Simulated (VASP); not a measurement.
Set up this calculation in VASP 6.6.1, as the native input.

| Item | Value |
| --- | --- |
| Task | single point |
| Functional | PBE |
| Potentials or basis | VASP PAW PBE potentials, release 64 (Te, F) |
| Cutoff | 520 eV |
| k mesh | 6 × 6 × 6 |
| Occupations | gaussian, width 0.1 eV |
| Spin | no spin polarisation |
| Dipole correction | no |
| Further INCAR settings | ALGO = Normal; EDIFF = 1e-06; NBANDS = 14 |

The structure of TeF lies in POSCAR:

```
TeF
1.0
    0.0000000000      3.4957426619      3.5234353201
    2.1542832540      0.0000000000      3.5234353201
    2.1542832540      3.4957426619      0.0000000000
Te F
1 1
Direct
    0.0000000000      0.0000000000      0.0000000000
    0.5000000000      0.5000000000      0.5000000000
```

The input as run:

INCAR

```
PREC = Accurate
ENCUT = 520
EDIFF = 1E-6
ISMEAR = 0
SIGMA = 0.1
LREAL = F
LASPH = T
NELM = 60
ALGO = Normal
ISIF = 2
LWAVE = F
LCHARG = F
GGA = PE
NBANDS = 14
```

KPOINTS

```
regular mesh
0
Gamma
  6 6 6
```

Potentials or basis: VASP PAW PBE potentials, release 64 (Te, F).

Run with:

```console
$ cat potpaw_PBE.64/Te/POTCAR potpaw_PBE.64/F/POTCAR > POTCAR
$ mpirun -np 1 vasp_std > vasp.out
```

Results of the run:

| Property | Result |
| --- | --- |
| Pressure | -0.2 GPa |

Caveat: an odd number of electrons without spin polarisation forces a metal; a magnetic or distorted state may lie lower.

It took 40 s on 1 thread of Oxide Virtual Turin-like Processor (shared host), peak memory 0.17 GiB.
